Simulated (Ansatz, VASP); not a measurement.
## One calculation of Pt, two programs

```
Pt
1.0
     0.00000    1.98361    1.98361
     1.98361    0.00000    1.98361
     1.98361    1.98361    0.00000
Pt
1
Direct
  0.00000 0.00000 0.00000
```

Alike in both runs: functional PBE; k mesh 8 × 8 × 8; occupations gaussian, width 0.1 eV; no spin polarisation.

Ansatz relaxed the structure, and its values are those at the end. VASP's run is a single point on that final structure, the one shown.

|  | VASP | Ansatz |
| --- | --- | --- |
| version | VASP 6.6.1 | Ansatz 0.2.0 |
| potentials or method | VASP PAW PBE potentials, release 64 (Pt), cutoff 500 eV | scalar-relativistic, plane waves, PAW |
| valence electrons in the cell | 10 | 18 |

VASP gave:

| Quantity | Value |
| --- | --- |
| gap on the k mesh at the Fermi level (eV) | none |
| pressure (GPa) | -0.6 |

**Question.** What did Ansatz give for the same quantities?

**Answer.** gap on the k mesh at the Fermi level (eV): none; pressure (GPa): -0.1.

A gap of «none» marks a metal or a gap that the smearing closes. VASP's potentials hold 10 valence electrons a cell and Ansatz's 18, so a difference there can come from the potentials and not from the codes.

Spin-orbit coupling is off throughout.
